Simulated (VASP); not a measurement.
Write the native input for VASP 6.6.1 that does the following.

```yaml
Task: single point
Functional: PBE
Potentials_or_basis: VASP PAW PBE potentials, release 64 (P)
Cutoff: 520 eV
k_mesh: 8 × 8 × 6
Occupations: gaussian, width 0.1 eV
Spin: no spin polarisation
Dipole_correction: no
Further_INCAR_settings: ALGO = Normal; EDIFF = 1e-06; NBANDS = 8
```

The structure of P lies in POSCAR:

```
P
1.0
    2.4648732800      0.0000000000      0.0000000000
    0.0000000000      2.4648732800      0.0000000000
    0.0000000000      0.0000000000      3.5525111500
P
1
Direct
    0.5000000000      0.5000000000      0.0000000000
```

The cell was built from a structure type or drawn by symmetry, and may not be a known phase.

These files were run (other wordings do the same):

INCAR

```
SYSTEM = P
  PREC = Accurate
  ENCUT = 520
  EDIFF = 1E-6
  ISMEAR = 0
  SIGMA = 0.1
  LREAL = .False.
  LASPH = .True.
  NELM = 100
  ALGO = Normal
  ISIF = 2
  LWAVE = .False.
  LCHARG = .True.
  GGA = PE
  LELF = .True.
  LVHAR = .True.
  NBANDS = 8
```

KPOINTS

```
regular mesh
0
Gamma
  8 8 6
  0 0 0
```

Potentials or basis: VASP PAW PBE potentials, release 64 (P).

Launch:

```sh
$ cat potpaw_PBE.64/P/POTCAR > POTCAR
$ mpirun -np 1 vasp_std > vasp.out
```

Results of the run:

The pressure is -8.5 GPa and the band gap on the k mesh is zero (an odd number of electrons rules out a gap without spin polarisation).

Caveat: the cell stands under tension.

It took 3.4 s on 1 thread of Intel(R) Xeon(R) 6975P-C (Granite Rapids), on a shared host, peak memory 0.12 GiB.
